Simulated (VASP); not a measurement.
YNb2O5:

```xyz
8
Lattice="7.4805 0.0000 0.0000 -3.7402 6.4783 0.0000 0.0000 0.0000 4.3224" Properties=species:S:1:pos:R:3 pbc="T T T"
Y     0.0000    0.0000    0.0000
Nb    0.0000    4.3189    2.1612
Nb    3.7402    2.1594    2.1612
O     0.0000    4.3189    0.0000
O    -1.8701    3.2391    2.1612
O     1.8701    3.2391    2.1612
O     3.7402    0.0000    2.1612
O     3.7402    2.1594    0.0000
```

The cell was built from a structure type or drawn by symmetry, and may not be a known phase.

```yaml
Program: VASP 6.6.1
Task: relaxation of cell and atoms
Functional: PBE
Potentials_or_basis: VASP PAW PBE potentials, release 64 (Y_sv, Nb_sv, O)
Cutoff: 600 eV
k_mesh: 3 × 3 × 4
Occupations: gaussian, width 0.1 eV
Spin: collinear spin, zero start
Starting_moments: "[0.0, 0.0, 0.0, 0.0, 0.0, 0.0, 0.0, 0.0] μB"
```

At the start: pressure -21.2 GPa; volume 26.18 Å³/atom.

Task: How do energy, volume and symmetry change on relaxing?

Result: Over 10 steps the energy falls by 676.8 meV/atom and the volume is 18.64 Å³/atom (-28.8 %); space group P6/mmm (No. 191, to 0.1 Å) before and after; moment 0.00 μB per cell.

Step by step:
| step | energy change (eV) | largest force (eV/Å) | pressure (GPa) | volume (Å³) |
| --- | --- | --- | --- | --- |
| 1 | 0.0000 | 0.0000 | -21.23 | 209.47 |
| 2 | -1.0793 | 0.0000 | 49.31 | 120.84 |
| 3 | -5.2148 | 0.0000 | -2.31 | 153.77 |
| 4 | -5.2246 | 0.0000 | -1.08 | 152.30 |
| 5 | -5.2242 | 0.0000 | -0.16 | 151.28 |
| 6 | -5.3399 | 0.0000 | 2.19 | 146.26 |
| 7 | -5.4115 | 0.0000 | 0.88 | 148.22 |
| 8 | -5.4115 | 0.0000 | 0.92 | 148.16 |
| 9 | -5.4114 | 0.0000 | -0.90 | 150.14 |
| 10 | -5.4144 | 0.0000 | 0.00 | 149.14 |

Final structure:
```
CELL_PARAMETERS angstrom
6.63280 0.00000 0.00000
-3.31640 5.74418 0.00000
0.00000 0.00000 3.91437
ATOMIC_POSITIONS crystal
Y 0.00000 0.00000 0.00000
Nb 0.33333 0.66667 0.50000
Nb 0.66667 0.33333 0.50000
O 0.33333 0.66667 0.00000
O 0.00000 0.50000 0.50000
O 0.50000 0.50000 0.50000
O 0.50000 0.00000 0.50000
O 0.66667 0.33333 0.00000
```

Caveat: the k points lie up to 0.40 Å⁻¹ apart in the final cell; the volume moved by over 15 % at a fixed basis, so the end points are rough.
